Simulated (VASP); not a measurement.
# MgS (gw) (I4/mmm) in VASP: single point with PBEsol

Aim: the single point of MgS (gw) with PBEsol.

All numbers are computed with VASP 6.6.1; they aren't measurements. Logs are shortened: lines on timing, memory, paths and dates and some standing lists are left out, and cuts for length are marked.

## 1. The cell of the first run

Symmetry: I4/mmm, No. 139, tetragonal system. The conventional cell has a = 3.628 Å, b = 3.628 Å, c = 5.211 Å, α = 90.00°, β = 90.00°, γ = 90.00°. Mg (site symmetry 4/mmm) has 6 S at 2.57 to 2.61 Å within 3.4 Å. Within 3.4 Å of S (site symmetry 4/mmm) lie 6 Mg at 2.57 to 2.61 Å.

## 2. Single point, PBEsol

INCAR reads:

```
SYSTEM = MgS
PREC = Accurate ; ENCUT = 600
EDIFF = 1E-6 ; ISMEAR = 0
SIGMA = 0.01 ; LREAL = .FALSE.
LASPH = .TRUE. ; NELM = 120
ALGO = Normal ; ISIF = 2
LWAVE = .FALSE. ; LCHARG = .TRUE.
GGA = PS ; LELF = .TRUE.
LVHAR = .TRUE. ; NBANDS = 11
GGA_COMPAT = .FALSE.
```

KPOINTS reads:

```
Automatic mesh
0
G
  4 4 4
  0 0 0
```

POSCAR reads:

```
MgS
1.0
    0.0000000000      2.5652979395      2.6054782762
    2.5652979395      0.0000000000      2.6054782762
    2.5652979395      2.5652979395      0.0000000000
Mg S
1 1
Direct
    0.0000000000      0.0000000000      0.0000000000
    0.5000000000      0.5000000000      0.5000000000
```

Potentials or basis: VASP PAW PBE potentials, release 64 (Mg, S).

Run with:

```sh
$ cat potpaw_PBE.64/Mg/POTCAR potpaw_PBE.64/S/POTCAR > POTCAR
$ mpirun -np 1 vasp_std > vasp.out
```

OUTCAR:

```text
SYSTEM = MgS
   PREC = Accurate
   ENCUT = 600
   EDIFF = 1E-6
   ISMEAR = 0
   LREAL = .FALSE.
   LASPH = .TRUE.
   NELM = 120
   ISIF = 2
   GGA = PS

 ion  position               nearest neighbor table
   1  0.000  0.000  0.000-   2 2.57   2 2.57   2 2.57   2 2.57   2 2.61   2 2.61
   2  0.500  0.500  0.500-   1 2.57   1 2.57   1 2.57   1 2.57   1 2.61   1 2.61

  LATTYP: Found a body centered tetragonal cell.
 ALAT       =     3.6278791376
 C/A-ratio  =     1.4363644308

  Lattice vectors:

 A1 = (  -2.5652979395,   0.0000000000,   2.6054782762)
 A2 = (   2.5652979395,   0.0000000000,   2.6054782762)
 A3 = (   0.0000000000,   2.5652979395,  -2.6054782762)

Analysis of symmetry for initial positions (statically):
=====================================================================
 Subroutine PRICEL returns:
 Original cell was already a primitive cell.

 Routine SETGRP: Setting up the symmetry group for a
 body centered tetragonal supercell.

 Subroutine GETGRP returns: Found 16 space group operations
 (whereof 16 operations were pure point group operations)
 out of a pool of 16 trial point group operations.

The static configuration has the point symmetry D_4h.

Analysis of symmetry for dynamics (positions and initial velocities):
=====================================================================
 Subroutine PRICEL returns:
 Original cell was already a primitive cell.

 Routine SETGRP: Setting up the symmetry group for a
 body centered tetragonal supercell.

 Subroutine GETGRP returns: Found 16 space group operations
 (whereof 16 operations were pure point group operations)
 out of a pool of 16 trial point group operations.

The dynamic configuration has the point symmetry D_4h.

 Subroutine INISYM returns: Found 16 space group operations
 (whereof 16 operations are pure point group operations),
 and found     1 'primitive' translations

----------------------------------------------------------------------------------------

                                     Primitive cell

  volume of cell :      34.2920

  direct lattice vectors                    reciprocal lattice vectors
     0.000000000  2.565297940  2.605478276    -0.194909134  0.194909134  0.191903346
     2.565297940  0.000000000  2.605478276     0.194909134 -0.194909134  0.191903346
     2.565297940  2.565297940  0.000000000     0.194909134  0.194909134 -0.191903346

  length of vectors
     3.656401314  3.656401314  3.627879138     0.335866097  0.335866097  0.335866097

  position of ions in fractional coordinates (direct lattice)
[... 77 lines left out ...]
   PSTRESS=    0.0 pullay stress
   NELECT =       8.0000    total number of electrons
   NUPDOWN=      -1.0000    fix difference up-down
   EMIN   =  10.00;   EMAX   =-10.00  energy-range for DOS
   EFERMI =   0.00;   METHOD = LEGACY
   ISMEAR =     0;   SIGMA  =   0.01  broadening in eV -4-tet -1-fermi 0-gaus
   EFERMI_NEDOS =   21; number of points for ismear=-14 and -15
   IALGO  =     38    algorithm
   IMIX   =      4    mixing-type and parameters
     AMIX     =   0.40;   BMIX     =  1.00
     AMIX_MAG =   1.60;   BMIX_MAG =  1.00
  volume/ion in A,a.u.               =      17.15       115.71
  Fermi-wavevector in a.u.,A,eV,Ry     =   1.007799  1.904463 13.818869  1.015658
  Thomas-Fermi vector in A             =   2.140626
   LORBIT       =      0    0 simple, 1 ext, 2 COOP (PROOUT), +10 PAW based schemes
   GGA     = PS    functional components
   LHFCALC =     F    Hartree Fock is set to
   AEXX    =    0.0000 exact exchange contribution
   IVDW    =     0    specifies the selected vdW correction
   LEPSILON=     F    determine dielectric tensor
   LRPA    =     F    only Hartree local field effects (RPA)
 non-spin polarized calculation
 Gauss-broadening in eV      SIGMA  =   0.01
  energy-cutoff  :      600.00
  volume of cell :       34.29
 maximum number of plane-waves:      1163
 NGX is ok and might be reduce to    30
   NGX = 15   NGY = 15   NGZ = 15

 number of electron       8.0000000 magnetization

 Free energy of the ion-electron system (eV)
  ---------------------------------------------------
  ext. energy  EPLUGINS =         0.00000000
  ---------------------------------------------------
  free energy    TOTEN  =        -9.01847032 eV

  energy without entropy =       -9.01847032  energy(sigma->0) =       -9.01847032

 E-fermi :   4.0937     XC(G=0):  -9.9398

 val. band max:        3.9908748496   @ k =   0.0000   0.0000   0.0000
 cond. band min:       6.6523949134   @ k =   0.5000   0.0000   0.5000
 fundamental gap:      2.6615200638
 Fermi energy:         4.0936689064

 k-point     1 :       0.0000    0.0000    0.0000
  band No.  band energies     occupation
      1      -8.8944      2.00000
      2       3.9253      2.00000
      3       3.9253      2.00000
      4       3.9909      2.00000
      5       7.7380      0.00000
      6      11.6543      0.00000
      7      11.8178      0.00000
      8      11.8178      0.00000
      9      14.1560      0.00000
     10      14.3787      0.00000
     11      16.2839      0.00000
[... 155 lines left out ...]
 k-point    13 :      -0.2500    0.2500    0.5000
  band No.  band energies     occupation
      1      -7.0255      2.00000
      2       0.5105      2.00000
      3       0.5105      2.00000
      4       1.5389      2.00000
      5       9.1517      0.00000
      6      11.7304      0.00000
      7      11.7304      0.00000
      8      11.9032      0.00000
      9      18.5057      0.00000
     10      18.5057      0.00000
     11      19.9947      0.00000

------------------------ aborting loop because EDIFF is reached ----------------------------------------

  FORCE on cell =-STRESS in cart. coord.  units (eV):
  Direction    XX          YY          ZZ          XY          YZ          ZX
  --------------------------------------------------------------------------------------
  -------------------------------------------------------------------------------------
  Total        0.4400255      0.4400255      0.0551245      0.0000000     -0.0000000     -0.0000000
  in kB       20.5586843     20.5586843      2.5755054      0.0000000     -0.0000000     -0.0000000
  external PRESSURE =      14.5642914 kB  Pullay stress =       0.0000000 kB

 VOLUME and BASIS-vectors are now :
 -----------------------------------------------------------------------------
  energy-cutoff  :      600.00
  volume of cell :       34.29
      direct lattice vectors                 reciprocal lattice vectors
     0.000000000  2.565297940  2.605478276    -0.194909134  0.194909134  0.191903346
     2.565297940  0.000000000  2.605478276     0.194909134 -0.194909134  0.191903346
     2.565297940  2.565297940  0.000000000     0.194909134  0.194909134 -0.191903346

 POSITION                                       TOTAL-FORCE (eV/Angst)
 -----------------------------------------------------------------------------------
      0.00000      0.00000      0.00000        -0.000000      0.000000      0.000000
      2.56530      2.56530      2.60548         0.000000     -0.000000     -0.000000
 -----------------------------------------------------------------------------------
    total drift:                               -0.000000     -0.000000      0.000000

  FREE ENERGIE OF THE ION-ELECTRON SYSTEM (eV)
  ---------------------------------------------------
  free  energy   TOTEN  =        -9.0184703159 eV

  energy  without entropy=       -9.0184703159  energy(sigma->0) =       -9.01847032
```

stdout:

```text
POSCAR found type information on POSCAR MgS
 POSCAR found :  2 types and       2 ions
 scaLAPACK will be used
 -----------------------------------------------------------------------------
|                                                                             |
|                                                                             |
|     You enforced a specific xc type in the INCAR file but a different       |
|     I HOPE YOU KNOW WHAT YOU ARE DOING!                                     |
|                                                                             |
 -----------------------------------------------------------------------------

 LDA part: xc-table for (Slater+PW92), standard interpolation
 POSCAR, INCAR and KPOINTS ok, starting setup
 FFT: planning ... GRIDC
 FFT: planning ... GRID_SOFT
 FFT: planning ... GRID
 WAVECAR not read
 entering main loop
```

Wall time 9 s (1 thread of AMD EPYC 7R13 (Zen 3), shared host); peak memory 0.13 GiB.

Results:

| Property | Result |
| --- | --- |
| Free energy | -9.0185 eV |
| Pressure | 1.5 GPa |
| Band gap on the k mesh | 2.66 eV, indirect (least direct gap 3.75 eV) |

Caveat: the k points lie up to 0.53 Å⁻¹ apart; the PAW data sets were made with another functional, which shifts forces and pressure a little. A k mesh can miss the band edges.
